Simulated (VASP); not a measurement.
## Ga2As2C: single point with PBE

Ga2As2C, a slab with vacuum:

```xyz
5
Lattice="4.0630 0.0000 0.0000 0.0000 4.0630 0.0000 0.0000 0.0000 21.3905" Properties=species:S:1:pos:R:3 pbc="T T T"
As    0.0000    2.0315    4.0000
As    2.0315    0.0000    6.9836
Ga    2.0315    2.0315    5.4365
Ga    0.0000    0.0000    8.3905
C     1.3543    0.0000    9.5105
```

```json
{
 "Program": "VASP 6.6.1",
 "Task": "single point",
 "Functional": "PBE",
 "Potentials or basis": "VASP PAW PBE potentials, release 64 (As, Ga_d, C)",
 "Cutoff": "520 eV",
 "k mesh": "7 × 7 × 1",
 "Occupations": "gaussian, width 0.05 eV",
 "Spin": "collinear spin",
 "Starting moments": "[0.0, 0.0, 0.0, 0.0, 2.0] μB"
}
```

```
Largest force                                         : 4.479 eV/Å
Net moment                                            : 1.09 μB per cell
Site moments                                          : As +0.09, -0.01; Ga +0.02, +0.07; C +0.35 μB
Valence electrons inside the program's atomic spheres : As 2.65, 2.75; Ga 11.60, 11.85; C 2.17
```

Forces in eV/Å, atoms in the order of the input:
```
As  -0.035  0.000  0.339
As   1.076  0.000  0.530
Ga  -0.083  0.000 -0.326
Ga  -4.174  0.000 -1.625
C    3.216  0.000  1.081
```

Levels at points of the mesh, in eV from the Fermi level:
Spin up:
```
           k point  band 17  band 18  band 19  band 20  band 21  band 22  band 23  band 24
(0.00, 0.00, 0.00)    -1.67    -0.64    -0.45    -0.19     1.07     1.22     1.79     2.94
```
Spin down:
```tsv
k point	band 16	band 17	band 18	band 19	band 20	band 21	band 22	band 23
(0.00, 0.00, 0.00)	-1.51	-1.45	-0.50	-0.24	0.78	1.44	1.76	1.92
```

Wall time 20 min on 1 thread of Intel Xeon 8259CL (shared host), peak memory 0.66 GiB.
